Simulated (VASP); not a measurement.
Pt: single point with LDA

Crystal: Pt.

```
CELL_PARAMETERS angstrom
2.52659 0.00000 0.00000
0.00000 2.52659 0.00000
0.00000 0.00000 2.52659
ATOMIC_POSITIONS crystal
Pt 0.00000 0.00000 0.00000
```

This cell differs from its parent crystal: volume scaled by 0.95.

* Program: VASP 6.6.1
* Task: single point
* Functional: LDA
* Potentials or basis: VASP PAW LDA potentials, release 64 (Pt)
* Cutoff: 520 eV
* k mesh: 17 × 17 × 17
* Occupations: fermi-dirac, width 0.1 eV
* Spin: no spin polarisation

- Pressure: 14.2 GPa
- Band gap on the k mesh: zero (band 5 reaches 12.27 eV, above the bottom of band 6 at 8.72 eV)

Levels at points of the mesh, in eV from the Fermi level:
| k point | band 1 | band 2 | band 3 | band 4 | band 5 | band 6 | band 7 | band 8 | band 9 | band 10 |
| --- | --- | --- | --- | --- | --- | --- | --- | --- | --- | --- |
| (0.00, 0.00, 0.00) | -9.49 | -6.68 | -6.68 | 0.42 | 0.42 | 0.42 | 15.73 | 15.73 | 15.73 | 22.15 |

It took 23 s on 1 thread of AMD EPYC 7R13 (shared host), peak memory 0.11 GiB.

Caveat: spin-orbit coupling is left out, which moves the levels of the heavy elements.
